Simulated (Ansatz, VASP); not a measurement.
## One calculation of TaN, two programs

```xyz
4
Lattice="3.1299 0.0000 0.0000 -1.5649 2.7105 0.0000 0.0000 0.0000 5.0791" Properties=species:S:1:pos:R:3 pbc="T T T"
Ta    0.0000    0.0000    0.0000
Ta    0.0000    1.8070    2.5395
N     1.5649    0.9035    1.2698
N     1.5649    0.9035    3.8093
```

Alike in both runs: task relaxation of cell and atoms; functional PBE; k mesh 12 × 12 × 9; occupations gaussian, width 0.1 eV; no spin polarisation.

|  | VASP | Ansatz |
| --- | --- | --- |
| version | VASP 6.6.1 | Ansatz 0.2.0 |
| potentials or method | VASP PAW PBE potentials, release 64 (Ta_pv, N), cutoff 600 eV | scalar-relativistic, plane waves, PAW |
| valence electrons in the cell | 32 | 36 |

Ansatz gave:

| Property | Result |
| --- | --- |
| gap on the k mesh at the Fermi level, each at its own relaxed structure (eV) | none |
| relaxed volume (Å³/atom) | 10.74 |

Question: Which values does VASP return?

Answer: gap on the k mesh at the Fermi level, each at its own relaxed structure (eV): none; relaxed volume (Å³/atom): 10.76.

A gap of «none» marks a metal or a gap that the smearing closes. VASP's potentials hold 32 valence electrons a cell and Ansatz's 36, so a difference there can come from the potentials and not from the codes.

Spin-orbit coupling is off throughout.
